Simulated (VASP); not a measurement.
# Bi (R-3m) in VASP: further runs

The runs below take Bi through single point, with PBE.

Program: VASP 6.6.1. These are calculated values, not measurements. Logs are shortened: lines on timing, memory, paths and dates and some standing lists are left out, and cuts for length are marked.

## (1) The cell of the first run

Symmetry: R-3m, No. 166, trigonal system. Conventional cell: a = 4.535 Å, b = 4.535 Å, c = 11.578 Å, α = 90.00°, β = 90.00°, γ = 120.00°. Within 4.0 Å of Bi (site symmetry 3m) lie 6 Bi at 3.05 to 3.49 Å.

## (2) Single point, PBE

The input, INCAR:

```
SYSTEM = Bi
  PREC = Accurate
  ENCUT = 520
  EDIFF = 1E-7
  ISMEAR = -1
  SIGMA = 0.05
  LREAL = .FALSE.
  LASPH = .TRUE.
  NELM = 60
  ALGO = Normal
  ISIF = 2
  LWAVE = .FALSE.
  LCHARG = .FALSE.
  GGA = PE
  NBANDS = 22
```

The input, KPOINTS:

```
regular mesh
0
G
  6 6 6
  0 0 0
```

The input, POSCAR:

```
Bi
1.0
    2.2675000000      1.3091417354      3.8592400000
   -2.2675000000      1.3091417354      3.8592400000
    0.0000000000     -2.6182834708      3.8592400000
Bi
2
Direct
    0.7660000000      0.7660000000      0.7660000000
    0.2340000000      0.2340000000      0.2340000000
```

Potentials or basis: VASP PAW PBE potentials, release 64 (Bi_d).

Command:

```sh
$ cat potpaw_PBE.64/Bi_d/POTCAR > POTCAR
$ mpirun -np 1 vasp_std > vasp.out
```

OUTCAR:

```text
SYSTEM = Bi
   PREC = Accurate
   ENCUT = 520
   EDIFF = 1E-7
   ISMEAR = -1
   LREAL = .FALSE.
   LASPH = .TRUE.
   NELM = 60
   ISIF = 2
   GGA = PE

 ion  position               nearest neighbor table
   1  0.766  0.766  0.766-   2 3.05   2 3.05   2 3.05   2 3.49   2 3.49   2 3.49
   2  0.234  0.234  0.234-   1 3.05   1 3.05   1 3.05   1 3.49   1 3.49   1 3.49

  LATTYP: Found a trigonal (rhomboedric) cell.
 ALAT       =     4.6635975074
 COS(alpha) =     0.5271945607

  Lattice vectors:

 A1 = (   2.2675000000,   1.3091417354,   3.8592400000)
 A2 = (  -2.2675000000,   1.3091417354,   3.8592400000)
 A3 = (   0.0000000000,  -2.6182834708,   3.8592400000)

Analysis of symmetry for initial positions (statically):
=====================================================================
 Subroutine PRICEL returns:
 Original cell was already a primitive cell.

 Routine SETGRP: Setting up the symmetry group for a
 trigonal (rhombohedral) supercell.

 Subroutine GETGRP returns: Found 12 space group operations
 (whereof 12 operations were pure point group operations)
 out of a pool of 12 trial point group operations.

The static configuration has the point symmetry D_3d.

Analysis of symmetry for dynamics (positions and initial velocities):
=====================================================================
 Subroutine PRICEL returns:
 Original cell was already a primitive cell.

 Routine SETGRP: Setting up the symmetry group for a
 trigonal (rhombohedral) supercell.

 Subroutine GETGRP returns: Found 12 space group operations
 (whereof 12 operations were pure point group operations)
 out of a pool of 12 trial point group operations.

The dynamic configuration has the point symmetry D_3d.

 Subroutine INISYM returns: Found 12 space group operations
 (whereof 12 operations are pure point group operations),
 and found     1 'primitive' translations

----------------------------------------------------------------------------------------

                                     Primitive cell

  volume of cell :      68.7364

  direct lattice vectors                    reciprocal lattice vectors
     2.267500000  1.309141735  3.859240000     0.220507166  0.127309872  0.086372792
    -2.267500000  1.309141735  3.859240000    -0.220507166  0.127309872  0.086372792
     0.000000000 -2.618283471  3.859240000     0.000000000 -0.254619744  0.086372792

  length of vectors
     4.663597507  4.663597507  4.663597507     0.268870737  0.268870737  0.268870737

  position of ions in fractional coordinates (direct lattice)
     0.766000000  0.766000000  0.766000000
     0.234000000  0.234000000  0.234000000

  ion indices of the primitive-cell ions
   primitive index   ion index
                 1           1
                 2           2

----------------------------------------------------------------------------------------

 KPOINTS: regular mesh

Automatic generation of k-mesh.
 Grid dimensions read from file:
 generate k-points for:    6    6    6

 Generating k-lattice:

  Cartesian coordinates                     Fractional coordinates (reciprocal lattice)
     0.036751194  0.021218312  0.014395465     0.166666667  0.000000000 -0.000000000
    -0.036751194  0.021218312  0.014395465     0.000000000  0.166666667 -0.000000000
     0.000000000 -0.042436624  0.014395465    -0.000000000 -0.000000000  0.166666667

  Length of vectors
     0.044811789  0.044811789  0.044811789

  Shift w.r.t. Gamma in fractional coordinates (k-lattice)
     0.000000000  0.000000000  0.000000000

 Subroutine IBZKPT returns following result:
 ===========================================

 Found     32 irreducible k-points:

 Following reciprocal coordinates:
            Coordinates               Weight
  0.000000  0.000000  0.000000      1.000000
  0.166667 -0.000000  0.000000      6.000000
  0.333333 -0.000000  0.000000      6.000000
  0.500000 -0.000000  0.000000      3.000000
  0.166667  0.166667  0.000000      6.000000
  0.333333  0.166667  0.000000     12.000000
[... 16 lines left out ...]
  0.500000  0.500000  0.166667      6.000000
 -0.333333  0.500000  0.166667     12.000000
 [... further k-points ...]
   k-points           NKPTS =     32   k-points in BZ     NKDIM =     32   number of bands    NBANDS=     22
   number of dos      NEDOS =    301   number of ions     NIONS =      2
   total plane-waves  NPLWV =  46656
   dimension x,y,z NGX =    36 NGY =   36 NGZ =   36
   dimension x,y,z NGXF=    72 NGYF=   72 NGZF=   72
   ions per type =               2
   NGX,Y,Z   is equivalent  to a cutoff of  12.83, 12.83, 12.83 a.u.
   NGXF,Y,Z  is equivalent  to a cutoff of  25.67, 25.67, 25.67 a.u.
 SYSTEM =  Bi
   PREC   = accura    normal or accurate (medium, high low for compatibility)
   ISTART =      0    job   : 0-new  1-cont  2-samecut
   ICHARG =      2    charge: 1-file 2-atom 10-const
   ISPIN  =      1    spin polarized calculation?
   LNONCOLLINEAR =      F non collinear calculations
   LSORBIT =      F    spin-orbit coupling
   LASPH  =      T    aspherical Exc in radial PAW
   ENCUT  =  520.0 eV  38.22 Ry    6.18 a.u.   8.67  8.67  8.67*2*pi/ulx,y,z
   NELM   =     60;   NELMIN=  2; NELMDL= -5     # of ELM steps
   EDIFF  = 0.1E-06   stopping-criterion for ELM
   LREAL  =      F    real-space projection
   EDIFFG = 0.1E-05   stopping-criterion for IOM
   NSW    =      0    number of steps for IOM
   IBRION =     -1    ionic relax: 0-MD 1-quasi-New 2-CG
   NFREE  =      0    steps in history (QN), initial steepest desc. (CG)
   ISIF   =      2    stress and relaxation
   ISYM   =      2    0-nonsym 1-usesym 2-fastsym
   POTIM  = 0.5000    time-step for ionic-motion
   TEBEG  =    0.0;   TEEND  =   0.0 temperature during run
   PSTRESS=    0.0 pullay stress
   NELECT =      30.0000    total number of electrons
   NUPDOWN=      -1.0000    fix difference up-down
   EMIN   =  10.00;   EMAX   =-10.00  energy-range for DOS
   EFERMI =   0.00;   METHOD = LEGACY
   ISMEAR =    -1;   SIGMA  =   0.05  broadening in eV -4-tet -1-fermi 0-gaus
   EFERMI_NEDOS =   21; number of points for ismear=-14 and -15
   IALGO  =     38    algorithm
   IMIX   =      4    mixing-type and parameters
     AMIX     =   0.40;   BMIX     =  1.00
     AMIX_MAG =   1.60;   BMIX_MAG =  1.00
  volume/ion in A,a.u.               =      34.37       231.93
  Fermi-wavevector in a.u.,A,eV,Ry     =   1.241804  2.346669 20.981220  1.542076
  Thomas-Fermi vector in A             =   2.376186
   LORBIT       =      0    0 simple, 1 ext, 2 COOP (PROOUT), +10 PAW based schemes
   GGA     = PE    functional components
   LHFCALC =     F    Hartree Fock is set to
   AEXX    =    0.0000 exact exchange contribution
   IVDW    =     0    specifies the selected vdW correction
   LEPSILON=     F    determine dielectric tensor
   LRPA    =     F    only Hartree local field effects (RPA)
 non-spin polarized calculation
  energy-cutoff  :      520.00
  volume of cell :       68.74
 maximum number of plane-waves:      1868
   NGX = 17   NGY = 17   NGZ = 17

 number of electron      29.9999999 magnetization

 Free energy of the ion-electron system (eV)
  ---------------------------------------------------
  ext. energy  EPLUGINS =         0.00000000
  ---------------------------------------------------
  free energy    TOTEN  =        -7.75109637 eV

  energy without entropy =       -7.74737867  energy(sigma->0) =       -7.74923752

 E-fermi :   6.5310     XC(G=0):  -9.6415

 val. band max:        6.4842165613   @ k =  -0.3333   0.5000   0.3333
 cond. band min:       7.0867401540   @ k =  -0.3333   0.5000   0.3333
 fundamental gap:      0.6025235927
 Fermi energy:         6.5309804897

 k-point     1 :       0.0000    0.0000    0.0000
  band No.  band energies     occupation
      1     -16.3634      2.00000
      2     -16.3634      2.00000
      3     -16.2038      2.00000
      4     -16.2038      2.00000
      5     -16.1819      2.00000
      6     -16.0051      2.00000
[... 14 lines left out ...]
     21      12.3343      0.00000
     22      12.8212      0.00000

 k-point     2 :       0.1667   -0.0000    0.0000
  band No.  band energies     occupation
      1     -16.3423      2.00000
      2     -16.3367      2.00000
      3     -16.1940      2.00000
      4     -16.1872      2.00000
      5     -16.1673      2.00000
      6     -16.0199      2.00000
[... 14 lines left out ...]
     21      12.6490      0.00000
     22      14.6363      0.00000

 k-point     3 :       0.3333   -0.0000    0.0000
  band No.  band energies     occupation
      1     -16.2909      2.00000
      2     -16.2641      2.00000
      3     -16.1736      2.00000
      4     -16.1446      2.00000
      5     -16.1262      2.00000
      6     -16.0677      2.00000
[... 14 lines left out ...]
     21      14.0184      0.00000
     22      17.0993      0.00000

 k-point     4 :       0.5000   -0.0000    0.0000
  band No.  band energies     occupation
      1     -16.2565      2.00000
      2     -16.1864      2.00000
      3     -16.1613      2.00000
      4     -16.1442      2.00000
      5     -16.1029      2.00000
      6     -16.0842      2.00000
[... 14 lines left out ...]
     21      15.6446      0.00000
     22      15.9324      0.00000

 k-point     5 :       0.1667    0.1667    0.0000
  band No.  band energies     occupation
      1     -16.3599      2.00000
      2     -16.3094      2.00000
      3     -16.2027      2.00000
      4     -16.1790      2.00000
      5     -16.1605      2.00000
      6     -16.0262      2.00000
[... 417 lines left out ...]
 k-point    22 :      -0.1667    0.3333    0.1667
  band No.  band energies     occupation
      1     -16.3215      2.00000
      2     -16.1913      2.00000
      3     -16.1762      2.00000
      4     -16.1366      2.00000
      5     -16.1130      2.00000
      6     -16.0817      2.00000
[... 14 lines left out ...]
     21      15.0337      0.00000
     22      15.7800      0.00000

 k-point    23 :       0.5000    0.5000    0.1667
  band No.  band energies     occupation
      1     -16.3313      2.00000
      2     -16.2260      2.00000
      3     -16.2000      2.00000
      4     -16.1244      2.00000
      5     -16.1127      2.00000
      6     -16.0654      2.00000
[... 14 lines left out ...]
     21      16.0239      0.00000
     22      17.0969      0.00000

 k-point    24 :      -0.3333    0.5000    0.1667
  band No.  band energies     occupation
      1     -16.3190      2.00000
      2     -16.2222      2.00000
      3     -16.1845      2.00000
      4     -16.1311      2.00000
      5     -16.0941      2.00000
      6     -16.0803      2.00000
[... 14 lines left out ...]
     21      16.7403      0.00000
     22      16.9505      0.00000

 [... further k-points ...]

------------------------ aborting loop because EDIFF is reached ----------------------------------------

  FORCE on cell =-STRESS in cart. coord.  units (eV):
  Direction    XX          YY          ZZ          XY          YZ          ZX
  --------------------------------------------------------------------------------------
  -------------------------------------------------------------------------------------
  Total        1.2602116      1.2602116      1.4868226     -0.0000000      0.0000000      0.0000000
  in kB       29.3742669     29.3742669     34.6563436     -0.0000000      0.0000000      0.0000000
  external PRESSURE =      31.1349591 kB  Pullay stress =       0.0000000 kB

 VOLUME and BASIS-vectors are now :
 -----------------------------------------------------------------------------
  energy-cutoff  :      520.00
  volume of cell :       68.74
      direct lattice vectors                 reciprocal lattice vectors
     2.267500000  1.309141735  3.859240000     0.220507166  0.127309872  0.086372792
    -2.267500000  1.309141735  3.859240000    -0.220507166  0.127309872  0.086372792
     0.000000000 -2.618283471  3.859240000     0.000000000 -0.254619744  0.086372792

 POSITION                                       TOTAL-FORCE (eV/Angst)
 -----------------------------------------------------------------------------------
      0.00000      0.00000      8.86853         0.000000      0.000000     -0.229543
      0.00000      0.00000      2.70919         0.000000      0.000000      0.229543
 -----------------------------------------------------------------------------------
    total drift:                               -0.000000      0.000000     -0.000000

  FREE ENERGIE OF THE ION-ELECTRON SYSTEM (eV)
  ---------------------------------------------------
  free  energy   TOTEN  =        -7.7510963709 eV

  energy  without entropy=       -7.7473786659  energy(sigma->0) =       -7.74923752
```

Run time: 60 s. Hardware: 1 thread of Intel Xeon 8259CL, shared host; peak memory 0.21 GiB.

What came out:

```
Free energy            : -7.7511 eV
Pressure               : 3.1 GPa
Largest force          : 0.230 eV/Å
Band gap on the k mesh : zero (band 15 reaches 6.48 eV, above the bottom of band 16 at 6.38 eV)
```

Forces in eV/Å, atoms in the order of the input:
```
Bi   0.000  0.000 -0.230
Bi   0.000  0.000  0.230
```

Levels at points of the mesh, in eV from the Fermi level:
```
           k point  band 12  band 13  band 14  band 15  band 16  band 17  band 18  band 19
(0.00, 0.00, 0.00)    -7.27    -1.30    -1.24    -1.24     2.62     3.12     3.12     5.78
(0.50, 0.00, 0.00)   -10.53    -1.15    -1.14    -0.21    -0.15     0.68     1.08     7.79
(0.50, 0.50, 0.00)    -9.37    -4.75    -2.99    -2.97     2.39     5.20     5.62     7.13
(0.50, 0.50, 0.50)    -9.88    -0.94    -0.62    -0.62     0.67     0.67     0.78     7.23
```

Caveat: spin-orbit coupling is left out, which moves the levels of the heavy elements.

[end of part 1 of 3]
